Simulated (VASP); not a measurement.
## SnO: single point with r2SCAN

Crystal: SnO.

```
Sn O
1.0
     0.00000    2.58673    2.58673
     2.58673    0.00000    2.58673
     2.58673    2.58673    0.00000
Sn O
1 1
Direct
  0.00000 0.00000 0.00000
  0.50000 0.50000 0.50000
```

This cell differs from its parent crystal: volume changed by +6%.

```json
{
  "Program": "VASP 6.6.1",
  "Task": "single point",
  "Functional": "r2SCAN",
  "Potentials or basis": "VASP PAW PBE potentials, release 64 (Sn_d, O)",
  "Cutoff": "520 eV",
  "k mesh": "8 × 8 × 8",
  "Occupations": "fermi-dirac, width 0.02 eV",
  "Spin": "no spin polarisation"
}
```

| Property | Result |
| --- | --- |
| Pressure | -5.1 GPa |
| Band gap on the k mesh | 0.95 eV, indirect (least direct gap 0.99 eV) |

Levels at points of the mesh, in eV from the valence-band top:
| k point | band 6 | band 7 | band 8 | band 9 | band 10 | band 11 | band 12 | band 13 | band 14 | band 15 |
| --- | --- | --- | --- | --- | --- | --- | --- | --- | --- | --- |
| (0.00, 0.00, 0.00) | -19.09 | -6.49 | -2.93 | -2.93 | -2.93 | 7.93 | 7.93 | 7.93 | 10.78 | 10.78 |
| (0.50, 0.00, 0.00) | -18.58 | -8.01 | -2.75 | -2.75 | -0.22 | 0.95 | 4.75 | 4.75 | 10.21 | 14.68 |
| (0.50, 0.50, 0.00) | -18.16 | -5.91 | -4.46 | -3.97 | -3.97 | 4.03 | 5.94 | 6.22 | 6.22 | 14.09 |

Run time: 36 s on 1 thread of Intel(R) Xeon(R) 6975P-C (Granite Rapids), with other jobs on the host, peak memory 0.17 GiB.

Caveat: the PAW data sets were made with another functional, which shifts forces and pressure a little; spin-orbit coupling is left out, which moves the levels of the heavy elements. A k mesh can miss the band edges.
